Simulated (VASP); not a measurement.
Input of a VASP 6.6.1 run:

Contents of INCAR:

```
PREC = Accurate ; ENCUT = 520
EDIFF = 1E-6 ; ISMEAR = 0
SIGMA = 0.1 ; LREAL = False
LASPH = True ; NELM = 100
ALGO = Normal ; ISIF = 2
LWAVE = False ; LCHARG = True
LDIPOL = True ; IDIPOL = 3
DIPOL = 0.5 0.5 0.344 ; GGA = PE
LELF = True ; LVHAR = True
LVACPOTAV = True ; NBANDS = 54
```

Contents of KPOINTS:

```
Automatic mesh
0
Gamma
  6 6 1
```

The input POSCAR:

```
Mo6S
1.0
    4.4695765303      0.0000000000      0.0000000000
   -2.2347882651      3.8707668194      0.0000000000
    0.0000000000      0.0000000000     19.7595667358
Mo S
6 1
Direct
    0.6666666667      0.3333333333      0.2024335884
    0.3333333333      0.6666666667      0.2486060831
    0.0000000000      0.0000000000      0.2947785777
    0.6666666667      0.3333333333      0.3368821122
    0.3333333333      0.6666666667      0.3779725574
    0.0000000000      0.0000000000      0.4180034333
    0.0000000000      0.0000000000      0.5264309839
```

Potentials or basis: VASP PAW PBE potentials, release 64 (Mo_sv, S).

Run with:

```sh
$ cat potpaw_PBE.64/Mo_sv/POTCAR potpaw_PBE.64/S/POTCAR > POTCAR
$ mpirun -np 1 vasp_std > vasp.out
```

Problem. Estimate the band gap on the k mesh.

Solution. Zero (band 45 reaches 0.59 eV, above the bottom of band 46 at 0.20 eV).

Problem. What does it give for the largest force?

Solution. 3.019 eV/Å.

Forces on the atoms (eV/Å):
```
Mo   0.000  0.000  2.037
Mo   0.000  0.000 -0.597
Mo   0.000  0.000 -3.019
Mo   0.000  0.000 -1.034
Mo   0.000  0.000  0.764
Mo   0.000  0.000  1.885
S    0.000  0.000 -0.035
```
